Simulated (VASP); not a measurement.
# ZnCu2 (Cu (111), 3 layers) in VASP: further runs

Runs on ZnCu2 (Cu (111), 3 layers). Level: LDA. Tasks: single point.

All numbers are computed with VASP 6.6.1; they aren't measurements. Logs are shortened: lines on timing, memory, paths and dates and some standing lists are left out, and cuts for length are marked.

### 1 The cell of the first run

The cell holds a slab with vacuum, 3 atoms: a = 2.487 Å, b = 2.487 Å, c = 20.062 Å, α = 90.00°, β = 90.00°, γ = 120.00°.

### 2 Single point, LDA

Input file INCAR:

```
  PREC = Accurate
  ENCUT = 520
  EDIFF = 1E-6
  ISMEAR = -1
  SIGMA = 0.05
  LREAL = F
  LASPH = T
  NELM = 80
  ALGO = Normal
  ISIF = 2
  LWAVE = F
  LCHARG = F
  LDIPOL = T
  IDIPOL = 3
  DIPOL = 0.5 0.5 0.500
  GGA = CA
  NBANDS = 24
```

Input file KPOINTS:

```
regular mesh
0
Gamma
  17 17 1
```

Input file POSCAR:

```
ZnCu2
1.0
    2.4873748555      0.0000000000      0.0000000000
   -1.2436874278      2.1541298136      0.0000000000
    0.0000000000      0.0000000000     20.0619000000
Zn Cu
1 2
Direct
    0.1666666667      0.3333333333      0.4002530736
    0.5000000000      1.0000000000      0.5000000120
    0.8333333333      0.6666666667      0.5997469141
```

Potentials or basis: VASP PAW LDA potentials, release 64 (Zn, Cu).

The run is started by

```bash
cat potpaw_LDA.64/Zn/POTCAR potpaw_LDA.64/Cu/POTCAR > POTCAR
mpirun -np 1 vasp_std > vasp.out
```

OUTCAR:

```text
PREC = Accurate
   ENCUT = 520
   EDIFF = 1E-6
   ISMEAR = -1
   LREAL = F
   LASPH = T
   NELM = 80
   ISIF = 2
   GGA = CA

 ion  position               nearest neighbor table
   1  0.167  0.333  0.400-   2 2.46   2 2.46   2 2.46
   2  0.500  0.000  0.500-   3 2.46   3 2.46   3 2.46   1 2.46   1 2.46   1 2.46
   3  0.833  0.667  0.600-   2 2.46   2 2.46   2 2.46

  LATTYP: Found a hexagonal cell.
 ALAT       =     2.4873748555
 C/A-ratio  =     8.0654911967

  Lattice vectors:

 A1 = (   2.4873748555,   0.0000000000,   0.0000000000)
 A2 = (  -1.2436874278,   2.1541298136,   0.0000000000)
 A3 = (   0.0000000000,   0.0000000000,  20.0619000000)

Analysis of symmetry for initial positions (statically):
=====================================================================
 Subroutine PRICEL returns:
 Original cell was already a primitive cell.

 Routine SETGRP: Setting up the symmetry group for a
 hexagonal supercell.

 Subroutine GETGRP returns: Found  6 space group operations
 (whereof  2 operations were pure point group operations)
 out of a pool of 24 trial point group operations.

The static configuration has the point symmetry C_1h.
 The point group associated with its full space group is C_3v.

Analysis of symmetry for dynamics (positions and initial velocities):
=====================================================================
 Subroutine PRICEL returns:
 Original cell was already a primitive cell.

 Routine SETGRP: Setting up the symmetry group for a
 hexagonal supercell.

 Subroutine GETGRP returns: Found  6 space group operations
 (whereof  2 operations were pure point group operations)
 out of a pool of 24 trial point group operations.

The dynamic configuration has the point symmetry C_1h.
 The point group associated with its full space group is C_3v.

 Subroutine INISYM returns: Found  6 space group operations
 (whereof  2 operations are pure point group operations),
 and found     1 'primitive' translations

----------------------------------------------------------------------------------------

                                     Primitive cell

  volume of cell :     107.4942

  direct lattice vectors                    reciprocal lattice vectors
     2.487374856  0.000000000  0.000000000     0.402030276  0.232112288  0.000000000
    -1.243687428  2.154129814  0.000000000     0.000000000  0.464224576  0.000000000
     0.000000000  0.000000000 20.061900000     0.000000000  0.000000000  0.049845727

  length of vectors
     2.487374856  2.487374856 20.061900000     0.464224576  0.464224576  0.049845727

  position of ions in fractional coordinates (direct lattice)
     0.166666667  0.333333333  0.400253074
     0.500000000  0.000000000  0.500000012
     0.833333333  0.666666667  0.599746914

  ion indices of the primitive-cell ions
   primitive index   ion index
                 1           1
                 2           2
                 3           3

----------------------------------------------------------------------------------------

 KPOINTS: regular mesh

Automatic generation of k-mesh.
 Grid dimensions read from file:
 generate k-points for:   17   17    1

 Generating k-lattice:

  Cartesian coordinates                     Fractional coordinates (reciprocal lattice)
     0.023648840  0.013653664  0.000000000     0.058823529 -0.000000000  0.000000000
     0.000000000  0.027307328  0.000000000     0.000000000  0.058823529  0.000000000
     0.000000000  0.000000000  0.049845727     0.000000000  0.000000000  1.000000000

  Length of vectors
     0.027307328  0.027307328  0.049845727

  Shift w.r.t. Gamma in fractional coordinates (k-lattice)
     0.000000000  0.000000000  0.000000000

 Subroutine IBZKPT returns following result:
 ===========================================

 Found     33 irreducible k-points:

 Following reciprocal coordinates:
            Coordinates               Weight
  0.000000  0.000000  0.000000      1.000000
  0.058824  0.000000  0.000000      6.000000
  0.117647 -0.000000  0.000000      6.000000
  0.176471  0.000000  0.000000      6.000000
  0.235294 -0.000000  0.000000      6.000000
  0.294118 -0.000000  0.000000      6.000000
[... 16 lines left out ...]
  0.411765  0.117647  0.000000     12.000000
  0.176471  0.176471  0.000000      6.000000
 [... further k-points ...]
   k-points           NKPTS =     33   k-points in BZ     NKDIM =     33   number of bands    NBANDS=     24
   number of dos      NEDOS =    301   number of ions     NIONS =      3
   total plane-waves  NPLWV =  48600
   dimension x,y,z NGX =    18 NGY =   18 NGZ =  150
   dimension x,y,z NGXF=    36 NGYF=   36 NGZF=  300
   ions per type =               1   2
   NGX,Y,Z   is equivalent  to a cutoff of  12.03, 12.03, 12.43 a.u.
   NGXF,Y,Z  is equivalent  to a cutoff of  24.06, 24.06, 24.86 a.u.
 SYSTEM =  unknown system
   PREC   = accura    normal or accurate (medium, high low for compatibility)
   ISTART =      0    job   : 0-new  1-cont  2-samecut
   ICHARG =      2    charge: 1-file 2-atom 10-const
   ISPIN  =      1    spin polarized calculation?
   LNONCOLLINEAR =      F non collinear calculations
   LSORBIT =      F    spin-orbit coupling
   LASPH  =      T    aspherical Exc in radial PAW
   ENCUT  =  520.0 eV  38.22 Ry    6.18 a.u.   4.62  4.62 37.30*2*pi/ulx,y,z
   NELM   =     80;   NELMIN=  2; NELMDL= -5     # of ELM steps
   EDIFF  = 0.1E-05   stopping-criterion for ELM
   LREAL  =      F    real-space projection
   EDIFFG = 0.1E-04   stopping-criterion for IOM
   NSW    =      0    number of steps for IOM
   IBRION =     -1    ionic relax: 0-MD 1-quasi-New 2-CG
   NFREE  =      0    steps in history (QN), initial steepest desc. (CG)
   ISIF   =      2    stress and relaxation
   ISYM   =      2    0-nonsym 1-usesym 2-fastsym
   POTIM  = 0.5000    time-step for ionic-motion
   TEBEG  =    0.0;   TEEND  =   0.0 temperature during run
   PSTRESS=    0.0 pullay stress
   NELECT =      34.0000    total number of electrons
   NUPDOWN=      -1.0000    fix difference up-down
   EMIN   =  10.00;   EMAX   =-10.00  energy-range for DOS
   EFERMI =   0.00;   METHOD = LEGACY
   ISMEAR =    -1;   SIGMA  =   0.05  broadening in eV -4-tet -1-fermi 0-gaus
   EFERMI_NEDOS =   21; number of points for ismear=-14 and -15
   IALGO  =     38    algorithm
   IMIX   =      4    mixing-type and parameters
     AMIX     =   0.40;   BMIX     =  1.00
     AMIX_MAG =   1.60;   BMIX_MAG =  1.00
  volume/ion in A,a.u.               =      35.83       241.80
  Fermi-wavevector in a.u.,A,eV,Ry     =   1.115423  2.107843 16.927925  1.244167
  Thomas-Fermi vector in A             =   2.252027
   LORBIT       =      0    0 simple, 1 ext, 2 COOP (PROOUT), +10 PAW based schemes
   GGA     = CA    functional components
   LHFCALC =     F    Hartree Fock is set to
   AEXX    =    0.0000 exact exchange contribution
   IVDW    =     0    specifies the selected vdW correction
   LEPSILON=     F    determine dielectric tensor
   LRPA    =     F    only Hartree local field effects (RPA)
 non-spin polarized calculation
  energy-cutoff  :      520.00
  volume of cell :      107.49
 maximum number of plane-waves:      2924
   NGX =  9   NGY =  9   NGZ = 75

 dipolmoment           0.000000      0.000000     -0.009343 electrons x Angstroem

 number of electron      33.9999997 magnetization

 dipolmoment           0.000000      0.000000      0.010399 electrons x Angstroem

 Free energy of the ion-electron system (eV)
  ---------------------------------------------------
  ext. energy  EPLUGINS =         0.00000000
  ---------------------------------------------------
  free energy    TOTEN  =       -10.41469065 eV

  energy without entropy =      -10.40463418  energy(sigma->0) =      -10.40966242

 E-fermi :  -1.1787     XC(G=0):  -5.1459

 val. band max:       -1.2178273590   @ k =   0.4118   0.1765   0.0000
 cond. band min:      -1.1649447810   @ k =   0.4706   0.0588   0.0000
 fundamental gap:      0.0528825780
 Fermi energy:        -1.1787066512

 k-point     1 :       0.0000    0.0000    0.0000
  band No.  band energies     occupation
      1     -11.7380      2.00000
      2     -10.0439      2.00000
      3      -9.1057      2.00000
      4      -9.1057      2.00000
      5      -8.4613      2.00000
      6      -8.4132      2.00000
[... 16 lines left out ...]
     23       5.7049      0.00000
     24       5.9813      0.00000

 k-point     2 :       0.0588    0.0000    0.0000
  band No.  band energies     occupation
      1     -11.6234      2.00000
      2      -9.9770      2.00000
      3      -9.1263      2.00000
      4      -9.0719      2.00000
      5      -8.4572      2.00000
      6      -8.4198      2.00000
[... 16 lines left out ...]
     23       5.8174      0.00000
     24       6.0801      0.00000

 k-point     3 :       0.1176   -0.0000    0.0000
  band No.  band energies     occupation
      1     -11.2886      2.00000
      2      -9.8010      2.00000
      3      -9.1772      2.00000
      4      -8.9742      2.00000
      5      -8.5677      2.00000
      6      -8.4385      2.00000
[... 16 lines left out ...]
     23       6.1542      0.00000
     24       6.3787      0.00000
[... 514 lines left out ...]
 k-point    23 :       0.4118    0.1176    0.0000
  band No.  band energies     occupation
      1      -9.9476      2.00000
      2      -9.5246      2.00000
      3      -8.7636      2.00000
      4      -8.6921      2.00000
      5      -8.2815      2.00000
      6      -6.1762      2.00000
[... 16 lines left out ...]
     23       8.7505      0.00000
     24       9.1048      0.00000

 k-point    24 :       0.1765    0.1765    0.0000
  band No.  band energies     occupation
      1      -9.6161      2.00000
      2      -9.4503      2.00000
      3      -9.2408      2.00000
      4      -8.7490      2.00000
      5      -8.6179      2.00000
      6      -7.7686      2.00000
[... 16 lines left out ...]
     23       8.4588      0.00000
     24       8.5950      0.00000

 [... further k-points ...]

------------------------ aborting loop because EDIFF is reached ----------------------------------------

 vacuum level on the upper side and lower side of the slab       (xc-potential included)        -0.104        -0.448

  FORCE on cell =-STRESS in cart. coord.  units (eV):
  Direction    XX          YY          ZZ          XY          YZ          ZX
  --------------------------------------------------------------------------------------
  -------------------------------------------------------------------------------------
  Total        0.5141097      0.5141097      1.5517683     -0.0000000      0.0000000      0.0000000
  in kB        7.6626886      7.6626886     23.1287565     -0.0000000      0.0000000      0.0000000
  external PRESSURE =      12.8180446 kB  Pullay stress =       0.0000000 kB

 VOLUME and BASIS-vectors are now :
 -----------------------------------------------------------------------------
  energy-cutoff  :      520.00
  volume of cell :      107.49
      direct lattice vectors                 reciprocal lattice vectors
     2.487374856  0.000000000  0.000000000     0.402030276  0.232112288  0.000000000
    -1.243687428  2.154129814  0.000000000     0.000000000  0.464224576  0.000000000
     0.000000000  0.000000000 20.061900000     0.000000000  0.000000000  0.049845727

 POSITION                                       TOTAL-FORCE (eV/Angst)
 -----------------------------------------------------------------------------------
      0.00000      0.71804      8.02984        -0.000000     -0.000000     -0.754346
      1.24369      0.00000     10.03095        -0.000000     -0.000000      0.721257
      1.24369      1.43609     12.03206         0.000000      0.000000      0.033088
 -----------------------------------------------------------------------------------
    total drift:                               -0.000000     -0.000000      0.001108

  FREE ENERGIE OF THE ION-ELECTRON SYSTEM (eV)
  ---------------------------------------------------
  free  energy   TOTEN  =       -10.4146906499 eV

  energy  without entropy=      -10.4046341811  energy(sigma->0) =      -10.40966242

 vacuum level on the upper side and lower side of the slab         3.804         3.433
```

Run time: 50 s. Hardware: 1 thread of Intel Xeon 6975P-C (Granite Rapids), shared host; peak memory 0.22 GiB.

What came out:

```yaml
Free_energy: -10.4147 eV
Largest_force: 0.754 eV/Å
Band_gap_on_the_k_mesh: zero (band 17 reaches 1.26 eV, above the bottom of band 18 at -2.94 eV)
```

Forces on the atoms (eV/Å):
```
Zn   0.000  0.000 -0.754
Cu   0.000  0.000  0.721
Cu   0.000  0.000  0.033
```

### 3 Single point, LDA

Input file INCAR:

```
SYSTEM = ZnCu2
PREC = Accurate
ENCUT = 520
EDIFF = 1E-6
ISMEAR = -1
SIGMA = 0.05
LREAL = .FALSE.
LASPH = .TRUE.
NELM = 100
ALGO = Normal
ISIF = 2
LWAVE = .FALSE.
LCHARG = .TRUE.
LDIPOL = .TRUE.
IDIPOL = 3
DIPOL = 0.5 0.5 0.500
LELF = .TRUE.
LVHAR = .TRUE.
LVACPOTAV = .TRUE.
NBANDS = 24
```

Input file KPOINTS:

```
Automatic mesh
0
G
  17 17 1
  0 0 0
```

POSCAR is that of step 2.

Potentials or basis: VASP PAW LDA potentials, release 64 (Zn, Cu).

The run is started by

```bash
cat potpaw_LDA.64/Zn/POTCAR potpaw_LDA.64/Cu/POTCAR > POTCAR
mpirun -np 1 vasp_std > vasp.out
```

Run time: 50 s. Hardware: 1 thread of Intel Xeon 6975P-C (Granite Rapids), shared host; peak memory 0.22 GiB.

It converged, with:

```
Free energy            : -10.4147 eV
Largest force          : 0.754 eV/Å
Band gap on the k mesh : zero (band 17 reaches 1.26 eV, above the bottom of band 18 at -2.94 eV)
```

Forces in eV/Å, atoms in the order of the input:
```
Zn   0.000  0.000 -0.754
Cu   0.000  0.000  0.721
Cu   0.000  0.000  0.033
```

Levels at points of the mesh, in eV from the Fermi level:
| k point | band 15 | band 16 | band 17 | band 18 | band 19 | band 20 |
| --- | --- | --- | --- | --- | --- | --- |
| (0.00, 0.00, 0.00) | -2.46 | -2.46 | -1.75 | -1.75 | -0.70 | 3.96 |
